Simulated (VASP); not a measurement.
Input of a VASP 6.6.1 run:

Contents of INCAR:

```
SYSTEM = PbS
  PREC = Accurate
  ENCUT = 520
  EDIFF = 1E-7
  ISMEAR = 0
  SIGMA = 0.03
  LREAL = .FALSE.
  LASPH = .TRUE.
  NELM = 100
  ALGO = Normal
  ISIF = 2
  LWAVE = .FALSE.
  LCHARG = .FALSE.
  GGA = PE
  NBANDS = 17
```

Contents of KPOINTS:

```
Automatic mesh
0
G
  10 10 10
  0 0 0
```

File POSCAR:

```
PbS
1.0
    0.0000000000      2.9650000000      2.9650000000
    2.9650000000      0.0000000000      2.9650000000
    2.9650000000      2.9650000000      0.0000000000
Pb S
1 1
Direct
    0.0000000000      0.0000000000      0.0000000000
    0.5632377740      0.5632377740      0.4367622260
```

Potentials or basis: VASP PAW PBE potentials, release 64 (Pb_d, S).

Command:

```sh
$ cat potpaw_PBE.64/Pb_d/POTCAR potpaw_PBE.64/S/POTCAR > POTCAR
$ mpirun -np 1 vasp_std > vasp.out
```

**Question.** What does it give for the largest force?

**Answer.** 0.870 eV/Å.

**Question.** Estimate the band gap on the k mesh.

**Answer.** 1.19 eV.

**Question.** Estimate the pressure.

**Answer.** 4.7 GPa.

Forces in eV/Å, atoms in the order of the input:
```
Pb   0.000  0.000  0.870
S    0.000  0.000 -0.870
```

Caveat: the cell differs from its parent crystal (all S atoms moved +0.375 Å, as atom 2 along Cartesian [0 0 1]); the stress differs along the axes, from 2 to 9 GPa; spin-orbit coupling is left out, which moves the levels of the heavy elements. A k mesh can miss the band edges.
